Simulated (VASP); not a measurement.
# SnSe2 (Cm) in VASP: notebook

The runs below take SnSe2 through single point, with PBEsol.

All numbers are computed with VASP 6.6.1; they aren't measurements. Logs are shortened: lines on timing, memory, paths and dates and some standing lists are left out, and cuts for length are marked.

### 1 The cell of the first run

The structure is monoclinic, space group Cm (No. 8). The conventional cell has a = 6.601 Å, b = 3.811 Å, c = 6.137 Å, α = 90.00°, β = 90.00°, γ = 90.00°. Sn (site symmetry m) has 6 Se at 2.38 to 2.98 Å within 3.1 Å. Within 3.6 Å of Se (site symmetry m) lie 3 Sn at 2.70 to 2.98 Å. Within 3.1 Å of Se (site symmetry m) lie 3 Sn at 2.38 to 2.70 Å.

### 2 Single point, PBEsol

The input, INCAR:

```
  ALGO = Normal
  EDIFF = 1E-6
  ENCUT = 520
  GGA = PS
  ISIF = 2
  ISMEAR = 0
  LASPH = T
  LCHARG = F
  LREAL = F
  LWAVE = F
  NBANDS = 20
  NELM = 100
  PREC = Accurate
  SIGMA = 0.05
```

The input, KPOINTS:

```
k-points
0
Gamma
  12 12 6
```

The input, POSCAR:

```
SnSe2
1.0
    3.8109987816      0.0000000000      0.0000000000
   -1.9054993908      3.3004217586      0.0000000000
    0.0000000000      0.0000000000      6.1370000000
Sn Se
1 2
Direct
    0.0000000000      0.0000000000      0.0000000000
    0.3706136646      0.7412273292      0.2779602485
    0.7039469980      0.4078939959      0.7779602485
```

Potentials or basis: VASP PAW PBE potentials, release 64 (Sn_d, Se).

The run is started by

```sh
cat potpaw_PBE.64/Sn_d/POTCAR potpaw_PBE.64/Se/POTCAR > POTCAR
mpirun -np 1 vasp_std > vasp.out
```

OUTCAR:

```text
EDIFF = 1E-6
   ENCUT = 520
   GGA = PS
   ISIF = 2
   ISMEAR = 0
   LASPH = T
   LREAL = F
   NELM = 100
   PREC = Accurate

 ion  position               nearest neighbor table
   1  0.000  0.000  0.000-   3 2.38   2 2.70   2 2.70   3 2.70   3 2.70   2 2.98
   2  0.371  0.741  0.278-   1 2.70   1 2.70   1 2.98
   3  0.704  0.408  0.778-   1 2.38   1 2.70   1 2.70

  LATTYP: Found a hexagonal cell.
 ALAT       =     3.8109987816
 C/A-ratio  =     1.6103390087

  Lattice vectors:

 A1 = (   3.8109987816,   0.0000000000,   0.0000000000)
 A2 = (  -1.9054993908,   3.3004217586,   0.0000000000)
 A3 = (   0.0000000000,   0.0000000000,   6.1370000000)

Analysis of symmetry for initial positions (statically):
=====================================================================
 Subroutine PRICEL returns:
 Original cell was already a primitive cell.

 Routine SETGRP: Setting up the symmetry group for a
 hexagonal supercell.

 Subroutine GETGRP returns: Found  2 space group operations
 (whereof  2 operations were pure point group operations)
 out of a pool of 24 trial point group operations.

The static configuration has the point symmetry C_1h.

Analysis of symmetry for dynamics (positions and initial velocities):
=====================================================================
 Subroutine PRICEL returns:
 Original cell was already a primitive cell.

 Routine SETGRP: Setting up the symmetry group for a
 hexagonal supercell.

 Subroutine GETGRP returns: Found  2 space group operations
 (whereof  2 operations were pure point group operations)
 out of a pool of 24 trial point group operations.

The dynamic configuration has the point symmetry C_1h.

 Subroutine INISYM returns: Found  2 space group operations
 (whereof  2 operations are pure point group operations),
 and found     1 'primitive' translations

----------------------------------------------------------------------------------------

                                     Primitive cell

  volume of cell :      77.1906

  direct lattice vectors                    reciprocal lattice vectors
     3.810998782  0.000000000  0.000000000     0.262398405  0.151495789  0.000000000
    -1.905499391  3.300421759  0.000000000     0.000000000  0.302991579  0.000000000
     0.000000000  0.000000000  6.137000000     0.000000000  0.000000000  0.162946065

  length of vectors
     3.810998782  3.810998782  6.137000000     0.302991579  0.302991579  0.162946065

  position of ions in fractional coordinates (direct lattice)
     0.000000000  0.000000000  0.000000000
     0.370613665  0.741227329  0.277960249
     0.703946998  0.407893996  0.777960249

  ion indices of the primitive-cell ions
   primitive index   ion index
                 1           1
                 2           2
                 3           3

----------------------------------------------------------------------------------------

 KPOINTS: k-points

Automatic generation of k-mesh.
 Grid dimensions read from file:
 generate k-points for:   12   12    6

 Generating k-lattice:

  Cartesian coordinates                     Fractional coordinates (reciprocal lattice)
     0.021866534  0.012624649  0.000000000     0.083333333 -0.000000000  0.000000000
     0.000000000  0.025249298  0.000000000     0.000000000  0.083333333  0.000000000
     0.000000000  0.000000000  0.027157677     0.000000000  0.000000000  0.166666667

  Length of vectors
     0.025249298  0.025249298  0.027157677

  Shift w.r.t. Gamma in fractional coordinates (k-lattice)
     0.000000000  0.000000000  0.000000000

 Subroutine IBZKPT returns following result:
 ===========================================

 Found    242 irreducible k-points:

 Following reciprocal coordinates:
            Coordinates               Weight
  0.000000  0.000000  0.000000      1.000000
  0.083333  0.000000  0.000000      4.000000
  0.000000  0.083333  0.000000      2.000000
  0.166667  0.000000  0.000000      4.000000
  0.000000  0.166667  0.000000      2.000000
  0.250000 -0.000000  0.000000      4.000000
[... 16 lines left out ...]
 -0.083333  0.416667  0.000000      4.000000
 -0.416667  0.333333  0.000000      4.000000
 [... further k-points ...]
   k-points           NKPTS =    242   k-points in BZ     NKDIM =    242   number of bands    NBANDS=     20
   number of dos      NEDOS =    301   number of ions     NIONS =      3
   total plane-waves  NPLWV =  37632
   dimension x,y,z NGX =    28 NGY =   28 NGZ =   48
   dimension x,y,z NGXF=    56 NGYF=   56 NGZF=   96
   ions per type =               1   2
   NGX,Y,Z   is equivalent  to a cutoff of  12.21, 12.21, 13.00 a.u.
   NGXF,Y,Z  is equivalent  to a cutoff of  24.43, 24.43, 26.01 a.u.
 SYSTEM =  unknown system
   PREC   = accura    normal or accurate (medium, high low for compatibility)
   ISTART =      0    job   : 0-new  1-cont  2-samecut
   ICHARG =      2    charge: 1-file 2-atom 10-const
   ISPIN  =      1    spin polarized calculation?
   LNONCOLLINEAR =      F non collinear calculations
   LSORBIT =      F    spin-orbit coupling
   LASPH  =      T    aspherical Exc in radial PAW
   ENCUT  =  520.0 eV  38.22 Ry    6.18 a.u.   7.09  7.09 11.41*2*pi/ulx,y,z
   NELM   =    100;   NELMIN=  2; NELMDL= -5     # of ELM steps
   EDIFF  = 0.1E-05   stopping-criterion for ELM
   LREAL  =      F    real-space projection
   EDIFFG = 0.1E-04   stopping-criterion for IOM
   NSW    =      0    number of steps for IOM
   IBRION =     -1    ionic relax: 0-MD 1-quasi-New 2-CG
   NFREE  =      0    steps in history (QN), initial steepest desc. (CG)
   ISIF   =      2    stress and relaxation
   ISYM   =      2    0-nonsym 1-usesym 2-fastsym
   POTIM  = 0.5000    time-step for ionic-motion
   TEBEG  =    0.0;   TEEND  =   0.0 temperature during run
   PSTRESS=    0.0 pullay stress
   NELECT =      26.0000    total number of electrons
   NUPDOWN=      -1.0000    fix difference up-down
   EMIN   =  10.00;   EMAX   =-10.00  energy-range for DOS
   EFERMI =   0.00;   METHOD = LEGACY
   ISMEAR =     0;   SIGMA  =   0.05  broadening in eV -4-tet -1-fermi 0-gaus
   EFERMI_NEDOS =   21; number of points for ismear=-14 and -15
   IALGO  =     38    algorithm
   IMIX   =      4    mixing-type and parameters
     AMIX     =   0.40;   BMIX     =  1.00
     AMIX_MAG =   1.60;   BMIX_MAG =  1.00
  volume/ion in A,a.u.               =      25.73       173.64
  Fermi-wavevector in a.u.,A,eV,Ry     =   1.139054  2.152501 17.652812  1.297445
  Thomas-Fermi vector in A             =   2.275758
   LORBIT       =      0    0 simple, 1 ext, 2 COOP (PROOUT), +10 PAW based schemes
   GGA     = PS    functional components
   LHFCALC =     F    Hartree Fock is set to
   AEXX    =    0.0000 exact exchange contribution
   IVDW    =     0    specifies the selected vdW correction
   LEPSILON=     F    determine dielectric tensor
   LRPA    =     F    only Hartree local field effects (RPA)
 non-spin polarized calculation
 Gauss-broadening in eV      SIGMA  =   0.05
  energy-cutoff  :      520.00
  volume of cell :       77.19
 maximum number of plane-waves:      2109
   NGX = 15   NGY = 15   NGZ = 23

 number of electron      26.0000005 magnetization

 Free energy of the ion-electron system (eV)
  ---------------------------------------------------
  ext. energy  EPLUGINS =         0.00000000
  ---------------------------------------------------
  free energy    TOTEN  =       -12.47431409 eV

  energy without entropy =      -12.47427097  energy(sigma->0) =      -12.47429253

 E-fermi :   4.5696     XC(G=0):  -9.6377

 val. band max:        4.5101851181   @ k =   0.0000   0.0000   0.5000
 cond. band min:       4.6416955788   @ k =  -0.4167   0.0000   0.3333
 fundamental gap:      0.1315104607
 Fermi energy:         4.5695953464

 k-point     1 :       0.0000    0.0000    0.0000
  band No.  band energies     occupation
      1     -17.2856      2.00000
      2     -17.2129      2.00000
      3     -17.1838      2.00000
      4     -17.1618      2.00000
      5     -17.1610      2.00000
      6     -10.2804      2.00000
[... 12 lines left out ...]
     19      12.8044      0.00000
     20      13.1744      0.00000

 k-point     2 :       0.0833    0.0000    0.0000
  band No.  band energies     occupation
      1     -17.2862      2.00000
      2     -17.2134      2.00000
      3     -17.1825      2.00000
      4     -17.1639      2.00000
      5     -17.1592      2.00000
      6     -10.2113      2.00000
[... 12 lines left out ...]
     19      12.3713      0.00000
     20      13.0161      0.00000

 k-point     3 :       0.0000    0.0833    0.0000
  band No.  band energies     occupation
      1     -17.2899      2.00000
      2     -17.2094      2.00000
      3     -17.1818      2.00000
      4     -17.1622      2.00000
      5     -17.1620      2.00000
      6     -10.2072      2.00000
[... 12 lines left out ...]
     19      12.4853      0.00000
     20      13.1972      0.00000

 k-point     4 :       0.1667    0.0000    0.0000
  band No.  band energies     occupation
      1     -17.2893      2.00000
      2     -17.2149      2.00000
      3     -17.1798      2.00000
      4     -17.1678      2.00000
      5     -17.1540      2.00000
      6     -10.0094      2.00000
[... 12 lines left out ...]
     19      12.3544      0.00000
     20      13.0101      0.00000

 k-point     5 :       0.0000    0.1667    0.0000
  band No.  band energies     occupation
      1     -17.3020      2.00000
      2     -17.2002      2.00000
      3     -17.1771      2.00000
      4     -17.1639      2.00000
      5     -17.1626      2.00000
      6      -9.9924      2.00000
[... 12 lines left out ...]
     19      12.3746      0.00000
     20      13.1970      0.00000
[... 353 lines left out ...]
      6      -9.4722      2.00000
[... 12 lines left out ...]
     19      11.9561      0.00000
     20      13.7673      0.00000

 k-point    22 :       0.3333    0.0833    0.0000
  band No.  band energies     occupation
      1     -17.3152      2.00000
      2     -17.2156      2.00000
      3     -17.1877      2.00000
      4     -17.1506      2.00000
      5     -17.1381      2.00000
      6      -9.0674      2.00000
[... 12 lines left out ...]
     19      12.7391      0.00000
     20      13.9663      0.00000

 k-point    23 :      -0.0833    0.4167    0.0000
  band No.  band energies     occupation
      1     -17.3414      2.00000
      2     -17.1851      2.00000
      3     -17.1786      2.00000
      4     -17.1553      2.00000
      5     -17.1471      2.00000
      6      -8.9799      2.00000
[... 12 lines left out ...]
     19      12.6510      0.00000
     20      14.0385      0.00000

 k-point    24 :      -0.4167    0.3333    0.0000
  band No.  band energies     occupation
      1     -17.3051      2.00000
      2     -17.2238      2.00000
      3     -17.1890      2.00000
      4     -17.1588      2.00000
      5     -17.1305      2.00000
      6      -9.0905      2.00000
[... 12 lines left out ...]
     19      12.6607      0.00000
     20      13.9935      0.00000

 [... further k-points ...]

------------------------ aborting loop because EDIFF is reached ----------------------------------------

  FORCE on cell =-STRESS in cart. coord.  units (eV):
  Direction    XX          YY          ZZ          XY          YZ          ZX
  --------------------------------------------------------------------------------------
  -------------------------------------------------------------------------------------
  Total        0.6101924      3.8229845      2.5461439      0.0000000      2.2354365      0.0000000
  in kB       12.6652281     79.3503317     52.8480717      0.0000000     46.3989920      0.0000000
  external PRESSURE =      48.2878771 kB  Pullay stress =       0.0000000 kB

 VOLUME and BASIS-vectors are now :
 -----------------------------------------------------------------------------
  energy-cutoff  :      520.00
  volume of cell :       77.19
      direct lattice vectors                 reciprocal lattice vectors
     3.810998782  0.000000000  0.000000000     0.262398405  0.151495789  0.000000000
    -1.905499391  3.300421759  0.000000000     0.000000000  0.302991579  0.000000000
     0.000000000  0.000000000  6.137000000     0.000000000  0.000000000  0.162946065

 POSITION                                       TOTAL-FORCE (eV/Angst)
 -----------------------------------------------------------------------------------
      0.00000      0.00000      0.00000         0.000000      2.145069      3.098255
      0.00000      2.44636      1.70584         0.000000     -0.236983     -0.505614
      1.90550      1.34622      4.77434         0.000000     -1.908085     -2.592641
 -----------------------------------------------------------------------------------
    total drift:                               -0.000000      0.000179      0.000081

  FREE ENERGIE OF THE ION-ELECTRON SYSTEM (eV)
  ---------------------------------------------------
  free  energy   TOTEN  =       -12.4743140898 eV

  energy  without entropy=      -12.4742709745  energy(sigma->0) =      -12.47429253
```

It took 6.2 min on 1 thread of Oxide Virtual Turin-like, shared host; peak memory 0.43 GiB.

Results:

| Item | Value |
| --- | --- |
| Free energy | -12.4743 eV |
| Pressure | 4.8 GPa |
| Largest force | 3.768 eV/Å |
| Band gap on the k mesh | 0.13 eV (least direct gap 0.35 eV) |

Forces in eV/Å, atoms in the order of the input:
```
Sn   0.000  2.145  3.098
Se   0.000 -0.237 -0.506
Se   0.000 -1.908 -2.593
```

Caveat: the cell differs from its parent crystal (all Se atoms moved -0.300 Å, as atom 2 towards its neighbour atom 1 (Sn) at 2.682 Å); the stress differs along the axes, from 1 to 8 GPa; semilocal functionals underestimate gaps, and a narrow one can read as zero; the PAW data sets were made with another functional, which shifts forces and pressure a little; spin-orbit coupling is left out, which moves the levels of the heavy elements; this functional lacks dispersion, which binds layers or chains, so the pressure and a relaxed spacing across them are unreliable.

### 3 Single point, PBEsol

The input, INCAR:

```
SYSTEM = SnSe2
PREC = Accurate ; ENCUT = 520
EDIFF = 1E-6 ; ISMEAR = 0
SIGMA = 0.05 ; LREAL = .FALSE.
LASPH = .TRUE. ; NELM = 100
ALGO = Normal ; ISIF = 2
LWAVE = .FALSE. ; LCHARG = .FALSE.
GGA = PS ; NBANDS = 20
```

The input, KPOINTS:

```
regular mesh
0
G
  12 12 6
  0 0 0
```

The input, POSCAR:

```
SnSe2
1.0
    3.8109987816      0.0000000000      0.0000000000
   -1.9054993908      3.3004217586      0.0000000000
    0.0000000000      0.0000000000      6.1370000000
Sn Se
1 2
Direct
    0.0000000000      0.0000000000      0.0000000000
    0.3053730849      0.6107461697      0.2290298137
    0.6387064182      0.2774128364      0.7290298137
```

Potentials or basis: VASP PAW PBE potentials, release 64 (Sn_d, Se).

The run is started by

```sh
cat potpaw_PBE.64/Sn_d/POTCAR potpaw_PBE.64/Se/POTCAR > POTCAR
mpirun -np 1 vasp_std > vasp.out
```

It took 6 min on 1 thread of Oxide Virtual Turin-like, shared host; peak memory 0.42 GiB.

Results (log left out):

```
Free energy            : -12.6961 eV
Pressure               : 3.7 GPa
Largest force          : 2.620 eV/Å
Band gap on the k mesh : 0.35 eV (least direct gap 0.63 eV)
```

Forces on the atoms (eV/Å):
```
Sn   0.000 -1.414 -2.206
Se   0.000  1.164  1.923
Se   0.000  0.250  0.283
```

Stress tensor (GPa, compression positive):
```
1.48 0.00 0.00
0.00 5.17 2.58
0.00 2.58 4.45
```

Levels at points of the mesh, in eV from the valence-band top:
```
           k point  band 11  band 12  band 13  band 14  band 15  band 16
(0.00, 0.00, 0.00)    -0.57    -0.29    -0.04     0.59     2.65     4.16
(0.50, 0.00, 0.00)    -3.05    -1.50    -0.45     0.70     3.33     5.00
(0.00, 0.50, 0.00)    -3.04    -1.51    -0.51     0.86     3.41     5.05
(0.00, 0.00, 0.50)    -1.09    -0.45     0.00     1.74     2.85     3.89
(0.50, 0.00, 0.50)    -2.28    -1.17    -0.79     0.51     3.73     4.39
(0.00, 0.50, 0.50)    -2.33    -1.12    -0.89     0.53     3.85     4.62
```

Caveat: the cell differs from its parent crystal (all Se atoms moved +0.225 Å, as atom 2 towards its neighbour atom 1 (Sn) at 2.682 Å); the cell stands under pressure; semilocal functionals underestimate gaps, and a narrow one can read as zero; the PAW data sets were made with another functional, which shifts forces and pressure a little; spin-orbit coupling is left out, which moves the levels of the heavy elements; this functional lacks dispersion, which binds layers or chains, so the pressure and a relaxed spacing across them are unreliable.

(Part 1 of 2 ends here.)
